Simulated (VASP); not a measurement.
Wanted: the native input for a VASP 6.6.1 run.

* Task: single point
* Functional: PBE
* Potentials or basis: VASP PAW PBE potentials, release 64 (Tm_3, H, Os), 4f in core
* Cutoff: 600 eV
* k mesh: 6 × 6 × 5
* Occupations: gaussian, width 0.2 eV
* Spin: no spin polarisation
* Dipole correction: no
* Mended: yes
* Further INCAR settings: ALGO = Normal; EDIFF = 1e-06; NBANDS = 16

The structure of TmHOs lies in POSCAR:

```
TmHOs
1.0
    4.6713683565      0.0000000000      0.0000000000
   -2.3356841783      4.0455236672      0.0000000000
    0.0000000000      0.0000000000      3.7836458142
Tm H Os
1 1 1
Direct
    0.3333333333      0.6666666667      0.0000000000
    0.3333333333      0.6666666667      0.5000000000
    0.6666666667      0.3333333333      0.0000000000
```

The cell was built from a structure type or drawn by symmetry, and may not be a known phase.

One way to write it, as run:

INCAR

```
ALGO = Normal
EDIFF = 1E-6
ENCUT = 600
GGA = PE
GGA_COMPAT = F
ISIF = 2
ISMEAR = 0
LASPH = T
LCHARG = F
LMAXMIX = 6
LREAL = F
LWAVE = F
NBANDS = 16
NELM = 200
PREC = Accurate
SIGMA = 0.2
```

KPOINTS

```
k-points
0
Gamma
  6 6 5
```

Potentials or basis: VASP PAW PBE potentials, release 64 (Tm_3, H, Os), 4f in core.

Command:

```bash
$ cat potpaw_PBE.64/Tm_3/POTCAR potpaw_PBE.64/H/POTCAR potpaw_PBE.64/Os/POTCAR > POTCAR
$ mpirun -np 1 vasp_std > vasp.out
```

Results of the run:

- Pressure: 0.6 GPa
- Band gap on the k mesh: zero (bands 9 and 10 overlap by 0.39 eV)

Caveat: spin-orbit coupling is left out, which moves the levels of the heavy elements; the 4f electrons are frozen in the core, so they carry no moment and show no levels.

Wall time 25 s on 1 thread of Intel(R) Xeon(R) Platinum 8488C (Sapphire Rapids), on a shared host, peak memory 0.23 GiB.
